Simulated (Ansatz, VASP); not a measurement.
## One calculation of Ta2SiOF2, two programs

```
Ta Si O F
1.0
     4.73728    0.00000    0.00000
     0.00000    4.73728    0.00000
     0.00000    0.00000    4.14008
Ta Si O F
2 1 1 2
Direct
  0.50000 0.00000 0.00000
  0.00000 0.50000 0.00000
  0.50000 0.50000 0.00000
  0.00000 0.00000 0.00000
  0.50000 0.00000 0.50000
  0.00000 0.50000 0.50000
```

Change from the starting cell: species swapped into the Nd2FeSi2Ru type (P-4m2, No. 115).

Alike in both runs: functional PBE; k mesh 8 × 8 × 10; occupations gaussian, width 0.1 eV; no spin polarisation.

Ansatz relaxed the structure, and its values are those at the end. VASP's run is a single point on that final structure, the one shown.

|  | VASP | Ansatz |
| --- | --- | --- |
| version | VASP 6.6.1 | Ansatz 0.2.0 |
| potentials or method | VASP PAW PBE potentials, release 64 (Ta_pv, Si, O, F), cutoff 520 eV | scalar-relativistic, plane waves, PAW |
| valence electrons in the cell | 46 | 50 |

|  | VASP | Ansatz | Ansatz less VASP |
| --- | --- | --- | --- |
| gap on the k mesh at the Fermi level (eV) | none | none | - |
| pressure (GPa) | 0.1 | 0.0 | -0.04 |

A gap of «none» marks a metal or a gap that the smearing closes. The functional is the same, so the differences come from potentials, cutoffs and numerics. VASP's potentials hold 46 valence electrons a cell and Ansatz's 50, so a difference there can come from the potentials and not from the codes.

Neither program's run includes spin-orbit coupling.
